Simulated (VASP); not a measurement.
# LiF in VASP: further runs

LiF is run at these levels: PBE+D3(BJ); tasks: single point.

Everything below comes from runs of VASP 6.6.1. Logs are shortened: lines on timing, memory, paths and dates and some standing lists are left out, and cuts for length are marked.

**1. The cell of the first run**

The cell holds a slab with vacuum, 24 atoms: a = 5.657 Å, b = 5.657 Å, c = 21.774 Å, α = 90.00°, β = 90.00°, γ = 120.00°.

**2. Single point, PBE+D3(BJ)**

INCAR reads:

```
SYSTEM = LiF
  PREC = Accurate
  ENCUT = 520
  EDIFF = 1E-6
  ISMEAR = 0
  SIGMA = 0.05
  LREAL = Auto
  LASPH = .TRUE.
  NELM = 80
  ALGO = Normal
  ISIF = 2
  LWAVE = .FALSE.
  LCHARG = .FALSE.
  LDIPOL = .TRUE.
  IDIPOL = 3
  DIPOL = 0.5 0.5 0.497
  GGA = PE
  IVDW = 12
  NBANDS = 78
```

KPOINTS reads:

```
Automatic mesh
0
G
  3 3 1
  0 0 0
```

POSCAR reads:

```
LiF
1.0
    5.6574267954      0.0000000000      0.0000000000
   -2.8287133977      4.8994753248      0.0000000000
    0.0000000000      0.0000000000     21.7740870441
F Li
12 12
Direct
    0.1666666667      0.3333333333      0.3674092045
    0.1666666667      0.8333333333      0.3674092045
    0.6666666667      0.3333333333      0.3674092045
    0.6666666667      0.8333333333      0.3674092045
    0.5000000000      0.5000000000      0.4734818409
    0.5000000000      0.0000000000      0.4734818409
    0.0000000000      0.5000000000      0.4734818409
    0.0000000000      0.0000000000      0.4734818409
    0.8333333333      0.6666666667      0.5843266757
    0.8333333333      0.1666666667      0.5843266757
    0.3333333333      0.6666666667      0.5843266757
    0.3333333333      0.1666666667      0.5843266757
    0.3333333333      0.1666666667      0.4204455227
    0.3333333333      0.6666666667      0.4204455227
    0.8333333333      0.1666666667      0.4204455227
    0.8333333333      0.6666666667      0.4204455227
    0.6666666667      0.3333333333      0.5137165402
    0.6666666667      0.8333333333      0.5137165402
    0.1666666667      0.3333333333      0.5137165402
    0.1666666667      0.8333333333      0.5137165402
    0.0000000000      0.5000000000      0.6234130600
    0.0000000000      0.0000000000      0.6234130600
    0.5000000000      0.5000000000      0.6234130600
    0.5000000000      0.0000000000      0.6234130600
```

Potentials or basis: VASP PAW PBE potentials, release 64 (F, Li_sv).

Launch:

```console
$ cat potpaw_PBE.64/F/POTCAR potpaw_PBE.64/Li_sv/POTCAR > POTCAR
$ mpirun -np 1 vasp_std > vasp.out
```

OUTCAR:

```text
SYSTEM = LiF
   PREC = Accurate
   ENCUT = 520
   EDIFF = 1E-6
   ISMEAR = 0
   LREAL = Auto
   LASPH = .TRUE.
   NELM = 80
   ISIF = 2
   GGA = PE
   IVDW = 12
 IVDW          = 12

 ion  position               nearest neighbor table
   1  0.167  0.333  0.367-  13 2.00  14 2.00  15 2.00
   2  0.167  0.833  0.367-  14 2.00  13 2.00  16 2.00
   3  0.667  0.333  0.367-  15 2.00  16 2.00  13 2.00
   4  0.667  0.833  0.367-  16 2.00  15 2.00  14 2.00
   5  0.500  0.500  0.473-  18 1.85  19 1.85  17 1.85  13 2.00  16 2.00  14 2.00
   6  0.500  0.000  0.473-  17 1.85  20 1.85  18 1.85  14 2.00  15 2.00  13 2.00
   7  0.000  0.500  0.473-  20 1.85  17 1.85  19 1.85  15 2.00  14 2.00  16 2.00
   8  0.000  0.000  0.473-  19 1.85  18 1.85  20 1.85  16 2.00  13 2.00  15 2.00
   9  0.833  0.667  0.584-  22 1.84  23 1.84  21 1.84  18 2.24  17 2.24  20 2.24
  10  0.833  0.167  0.584-  21 1.84  24 1.84  22 1.84  17 2.24  18 2.24  19 2.24
[... 8 lines left out ...]
  19  0.167  0.333  0.514-   8 1.85   5 1.85   7 1.85  12 2.24  11 2.24  10 2.24
  20  0.167  0.833  0.514-   7 1.85   6 1.85   8 1.85  11 2.24  12 2.24   9 2.24
  21  0.000  0.500  0.623-  10 1.84  11 1.84   9 1.84
  22  0.000  0.000  0.623-   9 1.84  12 1.84  10 1.84
  23  0.500  0.500  0.623-  12 1.84   9 1.84  11 1.84
  24  0.500  0.000  0.623-  11 1.84  10 1.84  12 1.84

  LATTYP: Found a hexagonal cell.
 ALAT       =     5.6574267954
 C/A-ratio  =     3.8487616069

  Lattice vectors:

 A1 = (   5.6574267954,   0.0000000000,   0.0000000000)
 A2 = (  -2.8287133977,   4.8994753248,   0.0000000000)
 A3 = (   0.0000000000,   0.0000000000,  21.7740870441)

Analysis of symmetry for initial positions (statically):
=====================================================================
 Subroutine PRICEL returns following result:

  LATTYP: Found a hexagonal cell.
 ALAT       =     2.8287133977
 C/A-ratio  =     7.6975232138

  Lattice vectors:

 A1 = (   2.8287133977,   0.0000000000,   0.0000000000)
 A2 = (  -1.4143566989,   2.4497376624,   0.0000000000)
 A3 = (   0.0000000000,   0.0000000000,  21.7740870441)

   4 primitive cells build up your supercell.

 Routine SETGRP: Setting up the symmetry group for a
 hexagonal supercell.

 Subroutine GETGRP returns: Found  6 space group operations
 (whereof  6 operations were pure point group operations)
 out of a pool of 24 trial point group operations.

The static configuration has the point symmetry C_3v.

Analysis of symmetry for dynamics (positions and initial velocities):
=====================================================================
 Subroutine PRICEL returns following result:

  LATTYP: Found a hexagonal cell.
 ALAT       =     2.8287133977
 C/A-ratio  =     7.6975232138

  Lattice vectors:

 A1 = (   2.8287133977,   0.0000000000,   0.0000000000)
 A2 = (  -1.4143566989,   2.4497376624,   0.0000000000)
 A3 = (   0.0000000000,   0.0000000000,  21.7740870441)

   4 primitive cells build up your supercell.

 Routine SETGRP: Setting up the symmetry group for a
 hexagonal supercell.

 Subroutine GETGRP returns: Found  6 space group operations
 (whereof  6 operations were pure point group operations)
 out of a pool of 24 trial point group operations.

The dynamic configuration has the point symmetry C_3v.

 Subroutine INISYM returns: Found  6 space group operations
 (whereof  6 operations are pure point group operations),
 and found     4 'primitive' translations

----------------------------------------------------------------------------------------

                                     Primitive cell

  volume of cell :     150.8858

  direct lattice vectors                    reciprocal lattice vectors
     2.828713398  0.000000000  0.000000000     0.353517610  0.204103487  0.000000000
    -1.414356699  2.449737662  0.000000000     0.000000000  0.408206975  0.000000000
     0.000000000  0.000000000 21.774087044     0.000000000  0.000000000  0.045926151

  length of vectors
     2.828713398  2.828713398 21.774087044     0.408206975  0.408206975  0.045926151

  position of ions in fractional coordinates (direct lattice)
     0.333333333  0.666666667  0.367409204
     0.000000000  0.000000000  0.473481841
     0.666666667  0.333333333  0.584326676
     0.666666667  0.333333333  0.420445523
     0.333333333  0.666666667  0.513716540
     0.000000000  0.000000000  0.623413060

  ion indices of the primitive-cell ions
   primitive index   ion index
                 1           1
                 2           7
                 3          12
                 4          13
                 5          19
                 6          21

----------------------------------------------------------------------------------------

 KPOINTS: Automatic mesh

Automatic generation of k-mesh.
 Grid dimensions read from file:
 generate k-points for:    3    3    1

 Generating k-lattice:

  Cartesian coordinates                     Fractional coordinates (reciprocal lattice)
     0.058919602  0.034017248  0.000000000     0.333333333  0.000000000  0.000000000
     0.000000000  0.068034496  0.000000000     0.000000000  0.333333333  0.000000000
     0.000000000  0.000000000  0.045926151     0.000000000  0.000000000  1.000000000

  Length of vectors
     0.068034496  0.068034496  0.045926151

  Shift w.r.t. Gamma in fractional coordinates (k-lattice)
     0.000000000  0.000000000  0.000000000

 Subroutine IBZKPT returns following result:
 ===========================================

 Found      3 irreducible k-points:

 Following reciprocal coordinates:
            Coordinates               Weight
  0.000000  0.000000  0.000000      1.000000
  0.333333  0.000000  0.000000      6.000000
  0.333333  0.333333  0.000000      2.000000
   k-points           NKPTS =      3   k-points in BZ     NKDIM =      3   number of bands    NBANDS=     78
   number of dos      NEDOS =    301   number of ions     NIONS =     24
   total plane-waves  NPLWV = 285768
   dimension x,y,z NGX =    42 NGY =   42 NGZ =  162
   dimension x,y,z NGXF=    84 NGYF=   84 NGZF=  324
   ions per type =              12  12
   NGX,Y,Z   is equivalent  to a cutoff of  12.34, 12.34, 12.37 a.u.
   NGXF,Y,Z  is equivalent  to a cutoff of  24.68, 24.68, 24.74 a.u.
 SYSTEM =  LiF
   PREC   = accura    normal or accurate (medium, high low for compatibility)
   ISTART =      0    job   : 0-new  1-cont  2-samecut
   ICHARG =      2    charge: 1-file 2-atom 10-const
   ISPIN  =      1    spin polarized calculation?
   LNONCOLLINEAR =      F non collinear calculations
   LSORBIT =      F    spin-orbit coupling
   LASPH  =      T    aspherical Exc in radial PAW
   ENCUT  =  520.0 eV  38.22 Ry    6.18 a.u.  10.52 10.52 40.49*2*pi/ulx,y,z
   NELM   =     80;   NELMIN=  2; NELMDL= -5     # of ELM steps
   EDIFF  = 0.1E-05   stopping-criterion for ELM
   LREAL  =      T    real-space projection
   EDIFFG = 0.1E-04   stopping-criterion for IOM
   NSW    =      0    number of steps for IOM
   IBRION =     -1    ionic relax: 0-MD 1-quasi-New 2-CG
   NFREE  =      0    steps in history (QN), initial steepest desc. (CG)
   ISIF   =      2    stress and relaxation
   ISYM   =      2    0-nonsym 1-usesym 2-fastsym
   POTIM  = 0.5000    time-step for ionic-motion
   TEBEG  =    0.0;   TEEND  =   0.0 temperature during run
   PSTRESS=    0.0 pullay stress
   NELECT =     120.0000    total number of electrons
   NUPDOWN=      -1.0000    fix difference up-down
   EMIN   =  10.00;   EMAX   =-10.00  energy-range for DOS
   EFERMI =   0.00;   METHOD = LEGACY
   ISMEAR =     0;   SIGMA  =   0.05  broadening in eV -4-tet -1-fermi 0-gaus
   EFERMI_NEDOS =   21; number of points for ismear=-14 and -15
   IALGO  =     38    algorithm
   IMIX   =      4    mixing-type and parameters
     AMIX     =   0.40;   BMIX     =  1.00
     AMIX_MAG =   1.60;   BMIX_MAG =  1.00
  volume/ion in A,a.u.               =      25.15       169.70
  Fermi-wavevector in a.u.,A,eV,Ry     =   0.955504  1.805640 12.421949  0.912988
  Thomas-Fermi vector in A             =   2.084347
   LORBIT       =      0    0 simple, 1 ext, 2 COOP (PROOUT), +10 PAW based schemes
   GGA     = PE    functional components
   LHFCALC =     F    Hartree Fock is set to
   AEXX    =    0.0000 exact exchange contribution
   IVDW    =    12    specifies the selected vdW correction
   LEPSILON=     F    determine dielectric tensor
   LRPA    =     F    only Hartree local field effects (RPA)
 non-spin polarized calculation
 Gauss-broadening in eV      SIGMA  =   0.05
  energy-cutoff  :      520.00
  volume of cell :      603.54
 maximum number of plane-waves:     16260
 NGX is ok and might be reduce to    42
   NGX = 21   NGY = 21   NGZ = 81

 number of electron     120.0000222 magnetization

 dipolmoment           0.000000      0.000000     -1.057269 electrons x Angstroem

 Free energy of the ion-electron system (eV)
  ---------------------------------------------------
  ext. energy  EPLUGINS =         0.00000000
  ---------------------------------------------------
  free energy    TOTEN  =      -101.96057083 eV

  energy without entropy =     -101.92804936  energy(sigma->0) =     -101.94431009

 E-fermi :  -4.0443     XC(G=0):  -4.1014

 val. band max:       -4.0703342822   @ k =   0.3333   0.0000   0.0000
 cond. band min:      -4.0350176652   @ k =   0.3333   0.0000   0.0000
 fundamental gap:      0.0353166171
 Fermi energy:        -4.0442558806

 k-point     1 :       0.0000    0.0000    0.0000
  band No.  band energies     occupation
      1     -51.2333      2.00000
      2     -51.1891      2.00000
      3     -51.1891      2.00000
      4     -51.1891      2.00000
      5     -50.3287      2.00000
      6     -50.2844      2.00000
[... 64 lines left out ...]
     71       2.3140      0.00000
     72       2.8770      0.00000

 k-point     2 :       0.3333    0.0000    0.0000
  band No.  band energies     occupation
      1     -51.2223      2.00000
      2     -51.2002      2.00000
      3     -51.1891      2.00000
      4     -51.1891      2.00000
      5     -50.3176      2.00000
      6     -50.2955      2.00000
[... 64 lines left out ...]
     71       2.4963      0.00000
     72       3.0732      0.00000

 k-point     3 :       0.3333    0.3333    0.0000
  band No.  band energies     occupation
      1     -51.2057      2.00000
      2     -51.2057      2.00000
      3     -51.2057      2.00000
      4     -51.1836      2.00000
      5     -50.3010      2.00000
      6     -50.3010      2.00000
[... 64 lines left out ...]
     71       2.5493      0.00000
     72       3.0728      0.00000
 [bands above 72 left out]

------------------------ aborting loop because EDIFF is reached ----------------------------------------

 vacuum level on the upper side and lower side of the slab       (xc-potential included)        -3.499         3.244

 Edisp (eV)   -3.12911

 E8    (eV) :    -1.2013

  FORCE on cell =-STRESS in cart. coord.  units (eV):
  Direction    XX          YY          ZZ          XY          YZ          ZX
  --------------------------------------------------------------------------------------
  -------------------------------------------------------------------------------------
  Total       4.77418     4.77418    -1.88722     0.00000     0.00000     0.00000
  in kB      12.67362    12.67362    -5.00984     0.00000     0.00000     0.00000
  external pressure =        6.78 kB  Pullay stress =        0.00 kB

 VOLUME and BASIS-vectors are now :
 -----------------------------------------------------------------------------
  energy-cutoff  :      520.00
  volume of cell :      603.54
      direct lattice vectors                 reciprocal lattice vectors
     5.657426795  0.000000000  0.000000000     0.176758805  0.102051744  0.000000000
    -2.828713398  4.899475325  0.000000000     0.000000000  0.204103487  0.000000000
     0.000000000  0.000000000 21.774087044     0.000000000  0.000000000  0.045926151

 POSITION                                       TOTAL-FORCE (eV/Angst)
 -----------------------------------------------------------------------------------
      0.00000      1.63316      8.00000         0.000000     -0.000000      1.463264
     -1.41436      4.08290      8.00000         0.000000     -0.000000      1.463264
      2.82871      1.63316      8.00000         0.000000     -0.000000      1.463264
      1.41436      4.08290      8.00000         0.000000     -0.000000      1.463264
      1.41436      2.44974     10.30963        -0.000000     -0.000000      1.144992
      2.82871      0.00000     10.30963        -0.000000     -0.000000      1.144992
[... 16 lines left out ...]
      1.41436      2.44974     13.57425        -0.000000     -0.000000      0.013363
      2.82871      0.00000     13.57425        -0.000000     -0.000000      0.013363
 -----------------------------------------------------------------------------------
    total drift:                                0.000001     -0.000001     -0.008889

  FREE ENERGIE OF THE ION-ELECTRON SYSTEM (eV)
  ---------------------------------------------------
  free  energy   TOTEN  =      -105.0896794679 eV

  energy  without entropy=     -105.0571580032  energy(sigma->0) =     -105.07341874

 vacuum level on the upper side and lower side of the slab         0.004         6.930
```

Run time: 7 min. Hardware: 1 thread of Intel Xeon Platinum 8488C (Sapphire Rapids), shared host; peak memory 0.58 GiB.

Results:

- Free energy: -105.0897 eV
- Largest force: 2.626 eV/Å
- Band gap on the k mesh: zero (band 60 reaches -3.92 eV, above the bottom of band 61 at -4.04 eV)
- Dispersion energy per atom: -0.130 eV

Forces in eV/Å, atoms in the order of the input:
```
F    0.000  0.000  1.463
F    0.000  0.000  1.463
F    0.000  0.000  1.463
F    0.000  0.000  1.463
F    0.000  0.000  1.145
F    0.000  0.000  1.145
F    0.000  0.000  1.145
F    0.000  0.000  1.145
F    0.000  0.000 -0.023
F    0.000  0.000 -0.023
F    0.000  0.000 -0.023
F    0.000  0.000 -0.023
Li   0.000  0.000 -2.626
Li   0.000  0.000 -2.626
Li   0.000  0.000 -2.626
Li   0.000  0.000 -2.626
Li   0.000  0.000  0.027
Li   0.000  0.000  0.027
Li   0.000  0.000  0.027
Li   0.000  0.000  0.027
Li   0.000  0.000  0.013
Li   0.000  0.000  0.013
Li   0.000  0.000  0.013
Li   0.000  0.000  0.013
```

Caveat: the k points lie up to 0.43 Å⁻¹ apart; the cutoff is under 1.25 times the usual one of these potentials, so pressure, stress and relaxed cells hold a basis-set (Pulay) error.

**3. Single point, PBE+D3(BJ)**

This run uses another cell than the first one, of 29.94 Å³/atom, 1.191 times its volume.

INCAR reads:

```
ALGO = Normal ; DIPOL = 0.5 0.5 0.419
EDIFF = 1E-7 ; ENCUT = 520
GGA = PE ; IDIPOL = 3
ISIF = 2 ; ISMEAR = 0
IVDW = 12 ; LASPH = True
LCHARG = False ; LDIPOL = True
LREAL = Auto ; LWAVE = False
NBANDS = 78 ; NELM = 80
PREC = Accurate ; SIGMA = 0.05
```

KPOINTS reads:

```
k-points
0
Gamma
  3 3 1
```

POSCAR reads:

```
LiF
1.0
    5.6574267962      0.0000000000      0.0000000000
   -2.8287133981      4.8994753256      0.0000000000
    0.0000000000      0.0000000000     25.9253870450
F Li
12 12
Direct
    0.1666666667      0.3333333333      0.3085778425
    0.1666666667      0.8333333333      0.3085778425
    0.6666666667      0.3333333333      0.3085778425
    0.6666666667      0.8333333333      0.3085778425
    0.5000000000      0.5000000000      0.3976656086
    0.5000000000      0.0000000000      0.3976656086
    0.0000000000      0.5000000000      0.3976656086
    0.0000000000      0.0000000000      0.3976656086
    0.8330907900      0.6655305306      0.4860594644
    0.8182785916      0.1565758209      0.5034007907
    0.3315320370      0.6615011603      0.4853114399
    0.3324139025      0.1709463245      0.4860333771
    0.3333333333      0.1666666667      0.3531217256
    0.3333333333      0.6666666667      0.3531217256
    0.8333333333      0.1666666667      0.3531217256
    0.8333333333      0.6666666667      0.3531217256
    0.6657271725      0.3351075303      0.4357473525
    0.6661723137      0.8313985581      0.4357984410
    0.1713612595      0.3354227142      0.4351728943
    0.1639399590      0.8316868731      0.4366879346
    0.0175332897      0.5170296834      0.5315982207
    0.0188566535     -0.0051982039      0.5324707696
    0.5054163533      0.5054819190      0.5162070776
    0.4601513398     -0.0193170962      0.5283317766
```

Potentials or basis: VASP PAW PBE potentials, release 64 (F, Li_sv).

Launch:

```console
$ cat potpaw_PBE.64/F/POTCAR potpaw_PBE.64/Li_sv/POTCAR > POTCAR
$ mpirun -np 1 vasp_std > vasp.out
```

It took 15 min on 1 thread of Intel Xeon 6975P-C, shared host; peak memory 0.75 GiB.

It converged, with:

| Property | Result |
| --- | --- |
| Free energy | -104.6241 eV |
| Largest force | 2.149 eV/Å |
| Band gap on the k mesh | zero (band 60 reaches -4.64 eV, above the bottom of band 61 at -4.75 eV) |
| Dispersion energy per atom | -0.129 eV |

Forces in eV/Å, atoms in the order of the input:
```
F    0.003  0.001  1.173
F   -0.001 -0.001  1.168
F   -0.002  0.001  1.167
F    0.001 -0.003  1.167
F    0.034  0.016  1.120
F    0.101  0.069  1.334
F   -0.007 -0.161  1.285
F   -0.126  0.072  1.296
F    0.364  0.208  0.578
F    0.222  0.128  0.177
F   -0.336  0.129  0.562
F   -0.059 -0.336  0.533
Li   0.010 -0.021 -2.148
Li  -0.013  0.018 -2.145
Li  -0.007 -0.003 -2.148
Li   0.010  0.005 -2.149
Li   0.068 -0.041 -0.495
Li   0.000  0.079 -0.496
Li  -0.069 -0.041 -0.505
Li   0.002  0.005 -0.575
Li  -0.203 -0.536 -0.440
Li  -0.614  0.138 -0.465
Li   0.012 -0.055  0.287
Li   0.612  0.329 -0.280
```

Levels at points of the mesh, in eV from the Fermi level:
| k point | band 58 | band 59 | band 60 | band 61 | band 62 | band 63 |
| --- | --- | --- | --- | --- | --- | --- |
| (0.00, 0.00, 0.00) | -0.29 | -0.29 | 0.13 | 0.13 | 2.98 | 3.53 |

Caveat: the k points lie up to 0.43 Å⁻¹ apart; the cutoff is under 1.25 times the usual one of these potentials, so pressure, stress and relaxed cells hold a basis-set (Pulay) error.
